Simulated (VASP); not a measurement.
# Mg32HO32 (a cell with a defect) in VASP: a series of runs

Aim: see how the results for Mg32HO32 (a cell with a defect) move with the level of theory and the settings. Levels: PBEsol, PBE, r2SCAN. Tasks: single point.

Program: VASP 6.6.1. These are calculated values, not measurements. Logs are shortened: lines on timing, memory, paths and dates and some standing lists are left out, and cuts for length are marked.

### Step 1. The cell of the first run

The cell holds a defect, 65 atoms: a = 8.429 Å, b = 8.429 Å, c = 8.429 Å, α = 90.00°, β = 90.00°, γ = 90.00°.

### Step 2. Single point, PBEsol

Input file INCAR:

```
  PREC = Accurate
  ENCUT = 520
  EDIFF = 1E-6
  ISMEAR = -1
  SIGMA = 0.05
  LREAL = Auto
  LASPH = True
  NELM = 120
  ALGO = Normal
  ISIF = 2
  LWAVE = False
  LCHARG = False
  GGA = PS
  NBANDS = 166
  NELECT = 256.0
  ISYM = -1
  GGA_COMPAT = False
```

Input file KPOINTS:

```
explicit points
1
Reciprocal
  0.25000000   0.25000000   0.25000000 1
```

Input file POSCAR:

```
Mg32HO32
1.0
    8.4288080000      0.0000000000      0.0000000000
    0.0000000000      8.4288080000      0.0000000000
    0.0000000000      0.0000000000      8.4288080000
O Mg H
32 32 1
Direct
    0.2513150000      0.9997060000      0.9997580000
    0.2513230000      0.9948050000      0.4993740000
    0.2513280000      0.4993270000      0.9948760000
    0.2528810000      0.4980180000      0.4980700000
    0.7510420000      0.9996510000      0.9996970000
    0.7510120000      0.9996710000      0.4994020000
    0.7510160000      0.4993560000      0.9997210000
    0.7557400000      0.4993370000      0.4993780000
    0.0016600000      0.2497200000      0.9996790000
    0.0020700000      0.2484100000      0.4998200000
    0.0019250000      0.7487630000      0.9985050000
    0.0042760000      0.7463740000      0.4984700000
    0.5001680000      0.2504980000      0.0003050000
    0.4959330000      0.2547180000      0.5001170000
    0.5009780000      0.7490660000      0.9996400000
    0.5022700000      0.7486520000      0.4998090000
    0.0016590000      0.9996240000      0.2497700000
    0.0019230000      0.9984620000      0.7488050000
    0.0020710000      0.4997800000      0.2484500000
    0.0042680000      0.4984270000      0.7464360000
    0.5001630000      0.0002560000      0.2505480000
    0.5009730000      0.9995950000      0.7491040000
    0.4959660000      0.5000800000      0.2547260000
    0.5022840000      0.4997750000      0.7487070000
    0.2507170000      0.2549420000      0.2549880000
    0.2509030000      0.2483650000      0.7487060000
    0.2509020000      0.7486530000      0.2484190000
    0.2522460000      0.7463770000      0.7464300000
    0.7504620000      0.2505060000      0.2505520000
    0.7510760000      0.2497110000      0.7491090000
    0.7510860000      0.7490730000      0.2497550000
    0.7522190000      0.7487590000      0.7488010000
    0.0003850000      0.9992160000      0.9992660000
    0.9988480000      0.9966130000      0.4992730000
    0.9988640000      0.4992280000      0.9966710000
    0.9957720000      0.4975850000      0.4976350000
    0.5019610000      0.9999980000      0.0000430000
    0.5031180000      0.9986850000      0.4996540000
    0.5031220000      0.4996110000      0.9987510000
    0.5223460000      0.5060120000      0.5060380000
    0.2510890000      0.2476050000      0.9987260000
    0.2445880000      0.2279360000      0.5061940000
    0.2514510000      0.7517990000      0.9966850000
    0.2530940000      0.7548810000      0.4976440000
    0.7506960000      0.2487430000      0.0000450000
    0.7519530000      0.2476030000      0.4996490000
    0.7514760000      0.7502900000      0.9992560000
    0.7539980000      0.7517580000      0.4992800000
    0.2510850000      0.9986600000      0.2476450000
    0.2514500000      0.9966290000      0.7518610000
    0.2446160000      0.5061450000      0.2280340000
    0.2530980000      0.4975880000      0.7549380000
    0.7506970000      0.0000010000      0.2487900000
    0.7514720000      0.9992120000      0.7503330000
    0.7519600000      0.4996080000      0.2476390000
    0.7539960000      0.4992360000      0.7518070000
    0.0007040000      0.2492280000      0.2492730000
    0.0003030000      0.2481690000      0.7504180000
    0.0003030000      0.7503670000      0.2482030000
    0.0019560000      0.7486930000      0.7487450000
    0.5002340000      0.2504880000      0.2505300000
    0.5014920000      0.2491980000      0.7500400000
    0.5015070000      0.7500000000      0.2492230000
    0.5025440000      0.7503670000      0.7504170000
    0.3199660000      0.4296960000      0.4298300000
```

Potentials or basis: VASP PAW PBE potentials, release 64 (O, Mg, H).

Started as:

```
$ cat potpaw_PBE.64/O/POTCAR potpaw_PBE.64/Mg/POTCAR potpaw_PBE.64/H/POTCAR > POTCAR
$ mpirun -np 1 vasp_std > vasp.out
```

OUTCAR:

```text
PREC = Accurate
   ENCUT = 520
   EDIFF = 1E-6
   ISMEAR = -1
   LREAL = Auto
   LASPH = True
   NELM = 120
   ISIF = 2
   GGA = PS
   NELECT = 256.0
   ISYM = -1

 ion  position               nearest neighbor table
   1  0.251  1.000  1.000-  49 2.09  41 2.09  50 2.09  43 2.09  37 2.11  33 2.12
   2  0.251  0.995  0.499-  42 1.97  44 2.02  49 2.12  38 2.12  34 2.13  50 2.13
   3  0.251  0.499  0.995-  51 1.97  52 2.02  41 2.12  39 2.12  35 2.13  43 2.13
   4  0.253  0.498  0.498-  65 0.99  44 2.17  52 2.17  36 2.17  40 2.27  51 2.28  42 2.28
   5  0.751  1.000  1.000-  37 2.10  45 2.10  53 2.10  33 2.10  47 2.10  54 2.10
   6  0.751  1.000  0.499-  34 2.09  38 2.09  48 2.09  46 2.09  53 2.11  54 2.12
   7  0.751  0.499  1.000-  35 2.09  39 2.09  55 2.09  56 2.09  45 2.11  47 2.12
   8  0.756  0.499  0.499-  40 1.97  36 2.02  46 2.12  55 2.12  48 2.13  56 2.13
   9  0.002  0.250  1.000-  58 2.10  41 2.10  35 2.10  57 2.10  33 2.11  45 2.12
  10  0.002  0.248  0.500-  42 2.05  36 2.10  46 2.11  57 2.11  58 2.11  34 2.12
[... 20 lines left out ...]
  31  0.751  0.749  0.250-  59 2.10  55 2.10  48 2.10  63 2.10  47 2.11  53 2.12
  32  0.752  0.749  0.749-  48 2.10  56 2.10  64 2.10  60 2.10  54 2.11  47 2.11
  33  0.000  0.999  0.999-   5 2.10  11 2.11  18 2.11  17 2.11   9 2.11   1 2.12  59 2.97  58 2.97
                            47 2.97  54 2.97  50 2.97  43 2.97  49 2.97  41 2.97  53 2.98  45 2.98
[... 38 lines left out ...]
  53  0.751  0.000  0.249-   5 2.10  29 2.11  21 2.11   6 2.11  31 2.12  17 2.12  37 2.97  45 2.97
                            38 2.97  46 2.97  34 2.97  48 2.97  63 2.98  33 2.98  57 2.98  59 2.98
  54  0.751  0.999  0.750-   5 2.10  18 2.11  32 2.11  30 2.11  22 2.11   6 2.12  64 2.97  58 2.97
                            47 2.97  33 2.97  34 2.97  48 2.97  38 2.97  46 2.97  37 2.98  45 2.98
  55  0.752  0.500  0.248-   7 2.09  29 2.10  31 2.10  19 2.11   8 2.12  23 2.16  40 2.91  36 2.94
                            39 2.97  35 2.97  45 2.97  47 2.97  59 2.97  57 2.97  63 2.99  61 2.99
  56  0.754  0.499  0.752-   7 2.09  32 2.10  30 2.10  20 2.11  24 2.12   8 2.13  40 2.85  35 2.92
                            36 2.96  58 2.96  60 2.96  39 2.97  47 2.97  45 2.97  62 3.00  64 3.00
  57  0.001  0.249  0.249-   9 2.10  17 2.10  25 2.11  29 2.11  10 2.11  19 2.11  36 2.96  55 2.97
                            46 2.97  53 2.98  45 2.98  33 2.98  41 2.99  49 2.99  42 2.99  51 2.99
  58  0.000  0.248  0.750-  30 2.10   9 2.10  18 2.10  20 2.11  10 2.11  26 2.11  42 2.92  35 2.96
                            56 2.96  54 2.97  33 2.97  41 2.97  46 2.97  45 2.98  36 2.99  52 2.99
  59  0.000  0.750  0.248-  31 2.10  17 2.10  11 2.10  12 2.11  19 2.11  27 2.11  51 2.92  34 2.96
                            48 2.96  47 2.97  33 2.97  49 2.97  55 2.97  53 2.98  36 2.99  44 2.99
  60  0.002  0.749  0.749-  32 2.10  11 2.11  18 2.11  20 2.11  12 2.11  28 2.11  35 2.96  34 2.96
                            56 2.96  48 2.96  50 2.96  43 2.96  47 2.99  54 2.99  33 2.99  36 2.99
  61  0.500  0.250  0.251-  25 2.10  14 2.10  23 2.10  13 2.11  29 2.11  21 2.11  46 2.99  55 2.99
                            39 2.99  38 2.99  45 2.99  53 2.99  41 2.99  37 2.99  49 2.99  40 3.05
  62  0.501  0.249  0.750-  30 2.10  22 2.10  14 2.11  13 2.11  24 2.11  26 2.11  52 2.96  41 2.97
                            39 2.97  37 2.98  45 2.98  54 2.98  46 2.99  38 2.99  42 2.99  40 2.99
  63  0.502  0.750  0.249-  31 2.10  15 2.10  23 2.11  21 2.11  16 2.11  27 2.11  44 2.96  49 2.97
                            38 2.97  37 2.98  53 2.98  47 2.98  55 2.99  39 2.99  51 2.99  40 2.99
  64  0.503  0.750  0.750-  15 2.10  22 2.10  32 2.10  28 2.11  24 2.11  16 2.11  40 2.92  50 2.96
                            43 2.96  47 2.97  54 2.97  38 2.97  39 2.97  37 2.98  44 2.99  52 2.99
  65  0.320  0.430  0.430-   4 0.99  42 1.93  51 1.93  40 1.93

IMPORTANT INFORMATION: All symmetrisations will be switched off!
NOSYMM: (Re-)initialisation of all symmetry stuff for point group C_1.

----------------------------------------------------------------------------------------

                                     Primitive cell

  volume of cell :     598.8230

  direct lattice vectors                    reciprocal lattice vectors
     8.428808000  0.000000000  0.000000000     0.118640738  0.000000000  0.000000000
     0.000000000  8.428808000  0.000000000     0.000000000  0.118640738  0.000000000
     0.000000000  0.000000000  8.428808000     0.000000000  0.000000000  0.118640738

  length of vectors
     8.428808000  8.428808000  8.428808000     0.118640738  0.118640738  0.118640738

  position of ions in fractional coordinates (direct lattice)
     0.251315000  0.999706000  0.999758000
     0.251323000  0.994805000  0.499374000
     0.251328000  0.499327000  0.994876000
     0.252881000  0.498018000  0.498070000
     0.751042000  0.999651000  0.999697000
     0.751012000  0.999671000  0.499402000
[... 57 lines left out ...]
     0.502544000  0.750367000  0.750417000
     0.319966000  0.429696000  0.429830000

  ion indices of the primitive-cell ions
   primitive index   ion index
                 1           1
                 2           2
                 3           3
                 4           4
                 5           5
                 6           6
[... 57 lines left out ...]
                64          64
                65          65

----------------------------------------------------------------------------------------

 KPOINTS: explicit points

Read explicit list of k-points.

 Found      1 k-points:

 Following reciprocal coordinates:
            Coordinates               Weight
  0.250000  0.250000  0.250000      1.000000
   k-points           NKPTS =      1   k-points in BZ     NKDIM =      1   number of bands    NBANDS=    166
   number of dos      NEDOS =    301   number of ions     NIONS =     65
   total plane-waves  NPLWV = 262144
   dimension x,y,z NGX =    64 NGY =   64 NGZ =   64
   dimension x,y,z NGXF=   128 NGYF=  128 NGZF=  128
   ions per type =              32  32   1
   NGX,Y,Z   is equivalent  to a cutoff of  12.62, 12.62, 12.62 a.u.
   NGXF,Y,Z  is equivalent  to a cutoff of  25.25, 25.25, 25.25 a.u.
 SYSTEM =  unknown system
   PREC   = accura    normal or accurate (medium, high low for compatibility)
   ISTART =      0    job   : 0-new  1-cont  2-samecut
   ICHARG =      2    charge: 1-file 2-atom 10-const
   ISPIN  =      1    spin polarized calculation?
   LNONCOLLINEAR =      F non collinear calculations
   LSORBIT =      F    spin-orbit coupling
   LASPH  =      T    aspherical Exc in radial PAW
   ENCUT  =  520.0 eV  38.22 Ry    6.18 a.u.  15.67 15.67 15.67*2*pi/ulx,y,z
   NELM   =    120;   NELMIN=  2; NELMDL= -5     # of ELM steps
   EDIFF  = 0.1E-05   stopping-criterion for ELM
   LREAL  =      T    real-space projection
   EDIFFG = 0.1E-04   stopping-criterion for IOM
   NSW    =      0    number of steps for IOM
   IBRION =     -1    ionic relax: 0-MD 1-quasi-New 2-CG
   NFREE  =      0    steps in history (QN), initial steepest desc. (CG)
   ISIF   =      2    stress and relaxation
   ISYM   =     -1    0-nonsym 1-usesym 2-fastsym
   POTIM  = 0.5000    time-step for ionic-motion
   TEBEG  =    0.0;   TEEND  =   0.0 temperature during run
   PSTRESS=    0.0 pullay stress
   NELECT =     256.0000    total number of electrons
   NUPDOWN=      -1.0000    fix difference up-down
   EMIN   =  10.00;   EMAX   =-10.00  energy-range for DOS
   EFERMI =   0.00;   METHOD = LEGACY
   ISMEAR =    -1;   SIGMA  =   0.05  broadening in eV -4-tet -1-fermi 0-gaus
   EFERMI_NEDOS =   21; number of points for ismear=-14 and -15
   IALGO  =     38    algorithm
   IMIX   =      4    mixing-type and parameters
     AMIX     =   0.40;   BMIX     =  1.00
     AMIX_MAG =   1.60;   BMIX_MAG =  1.00
  volume/ion in A,a.u.               =       9.21        62.17
  Fermi-wavevector in a.u.,A,eV,Ry     =   1.233262  2.330527 20.693577  1.520935
  Thomas-Fermi vector in A             =   2.367999
   LORBIT       =      0    0 simple, 1 ext, 2 COOP (PROOUT), +10 PAW based schemes
   GGA     = PS    functional components
   LHFCALC =     F    Hartree Fock is set to
   AEXX    =    0.0000 exact exchange contribution
   IVDW    =     0    specifies the selected vdW correction
   LEPSILON=     F    determine dielectric tensor
   LRPA    =     F    only Hartree local field effects (RPA)
 non-spin polarized calculation
  energy-cutoff  :      520.00
  volume of cell :      598.82
 maximum number of plane-waves:     16125
 NGX is ok and might be reduce to    64
   NGX = 31   NGY = 31   NGZ = 31

 number of electron     255.9999965 magnetization

 Free energy of the ion-electron system (eV)
  ---------------------------------------------------
  ext. energy  EPLUGINS =         0.00000000
  ---------------------------------------------------
  free energy    TOTEN  =      -407.44824443 eV

  energy without entropy =     -407.44824443  energy(sigma->0) =     -407.44824443

 E-fermi :   4.2613     XC(G=0): -11.2967

 val. band max:        2.9842882089   @ k =   0.2500   0.2500   0.2500
 cond. band min:       8.4768284883   @ k =   0.2500   0.2500   0.2500
 fundamental gap:      5.4925402794
 Fermi energy:         4.2612791926

 k-point     1 :       0.2500    0.2500    0.2500
  band No.  band energies     occupation
      1     -16.5911      2.00000
      2     -13.8849      2.00000
      3     -13.5648      2.00000
      4     -13.5596      2.00000
      5     -13.4444      2.00000
      6     -13.2411      2.00000
[... 132 lines left out ...]
    139      11.5253      0.00000
    140      11.7918      0.00000
 [bands above 140 left out]

------------------------ aborting loop because EDIFF is reached ----------------------------------------

  FORCE on cell =-STRESS in cart. coord.  units (eV):
  Direction    XX          YY          ZZ          XY          YZ          ZX
  --------------------------------------------------------------------------------------
  -------------------------------------------------------------------------------------
  Total       -5.3359131     -5.2849243     -5.2919995      1.1297064     -2.5760500      1.1209634
  in kB      -14.2764703    -14.1400474    -14.1589776      3.0225792     -6.8923352      2.9991870
  external PRESSURE =     -14.1918318 kB  Pullay stress =       0.0000000 kB

 VOLUME and BASIS-vectors are now :
 -----------------------------------------------------------------------------
  energy-cutoff  :      520.00
  volume of cell :      598.82
      direct lattice vectors                 reciprocal lattice vectors
     8.428808000  0.000000000  0.000000000     0.118640738  0.000000000  0.000000000
     0.000000000  8.428808000  0.000000000     0.000000000  0.118640738  0.000000000
     0.000000000  0.000000000  8.428808000     0.000000000  0.000000000  0.118640738

 POSITION                                       TOTAL-FORCE (eV/Angst)
 -----------------------------------------------------------------------------------
      2.11829      8.42633      8.42677         0.002007      0.000059      0.000090
      2.11835      8.38502      4.20913        -0.000021     -0.003483     -0.000710
      2.11840      4.20873      8.38562        -0.000207     -0.002006     -0.004120
      2.13149      4.19770      4.19814        -0.092939      0.086988      0.087196
      6.33039      8.42587      8.42625         0.005729     -0.002781     -0.003006
      6.33014      8.42603      4.20936         0.003728     -0.000105     -0.000016
[... 57 lines left out ...]
      4.23585      6.32470      6.32512        -0.003204      0.000428     -0.000009
      2.69693      3.62183      3.62295         0.084597     -0.087966     -0.088044
 -----------------------------------------------------------------------------------
    total drift:                                0.045785     -0.027112     -0.023158

  FREE ENERGIE OF THE ION-ELECTRON SYSTEM (eV)
  ---------------------------------------------------
  free  energy   TOTEN  =      -407.4482444310 eV

  energy  without entropy=     -407.4482444310  energy(sigma->0) =     -407.44824443
```

Wall time 4.7 min (1 thread of Intel Xeon Platinum 8259CL at 2.50GHz (Skylake/Cascade Lake), shared host); peak memory 0.59 GiB.

Results:

| Item | Value |
| --- | --- |
| Free energy | -407.4482 eV |
| Largest force | 0.154 eV/Å |

Forces on the atoms (eV/Å):
```
O    0.002  0.000  0.000
O    0.000 -0.003 -0.001
O    0.000 -0.002 -0.004
O   -0.093  0.087  0.087
O    0.006 -0.003 -0.003
O    0.004  0.000  0.000
O    0.004  0.000 -0.001
O    0.003  0.000  0.000
O    0.007 -0.002 -0.002
O    0.004 -0.001  0.000
O    0.001 -0.002 -0.003
O   -0.001 -0.001  0.002
O   -0.002  0.006  0.007
O   -0.006  0.002 -0.004
O    0.005 -0.007 -0.003
O    0.000 -0.004  0.002
O    0.008 -0.001 -0.002
O    0.001 -0.003 -0.001
O    0.004 -0.001  0.000
O    0.000  0.001 -0.002
O   -0.002  0.007  0.007
O    0.004 -0.003 -0.006
O   -0.007 -0.004  0.004
O   -0.001  0.001 -0.004
O    0.003  0.003  0.003
O    0.001  0.000 -0.005
O    0.002 -0.004 -0.001
O   -0.002 -0.002 -0.002
O    0.000  0.007  0.008
O    0.006 -0.003 -0.007
O    0.005 -0.007 -0.003
O    0.001 -0.002 -0.002
Mg  -0.002  0.002  0.001
Mg   0.004  0.005  0.000
Mg   0.003  0.000  0.005
Mg  -0.002  0.005  0.004
Mg  -0.001  0.001  0.002
Mg  -0.008 -0.001 -0.001
Mg  -0.008  0.000 -0.002
Mg   0.019  0.005  0.006
Mg   0.000  0.006 -0.004
Mg   0.000 -0.014  0.005
Mg  -0.001 -0.004  0.006
Mg  -0.003  0.001  0.002
Mg  -0.003  0.000  0.001
Mg   0.001  0.007  0.000
Mg  -0.004  0.000  0.002
Mg  -0.006 -0.003  0.001
Mg   0.000 -0.004  0.007
Mg  -0.001  0.006 -0.005
Mg  -0.001  0.005 -0.016
Mg  -0.003  0.003  0.001
Mg  -0.003  0.001  0.000
Mg  -0.004  0.003  0.000
Mg   0.001  0.000  0.007
Mg  -0.006  0.001 -0.003
Mg  -0.011 -0.001 -0.001
Mg  -0.002  0.001  0.001
Mg  -0.001  0.001  0.002
Mg  -0.005  0.004  0.003
Mg   0.009 -0.007 -0.007
Mg  -0.001  0.001  0.007
Mg  -0.002  0.007  0.002
Mg  -0.003  0.000  0.000
H    0.085 -0.088 -0.088
```

Levels at points of the mesh, in eV from the Fermi level:
| k point | band 125 | band 126 | band 127 | band 128 | band 129 | band 130 | band 131 | band 132 |
| --- | --- | --- | --- | --- | --- | --- | --- | --- |
| (0.25, 0.25, 0.25) | -1.58 | -1.57 | -1.29 | -1.28 | 4.22 | 5.41 | 5.95 | 5.95 |

Caveat: the cell carries a net charge on a neutralising background, which shifts energy and pressure; the cell is charged against a uniform background, so pressure and absolute levels hang on convention; the PAW data sets were made with another functional, which shifts forces and pressure a little.

(Continued in part 2 of 2.)
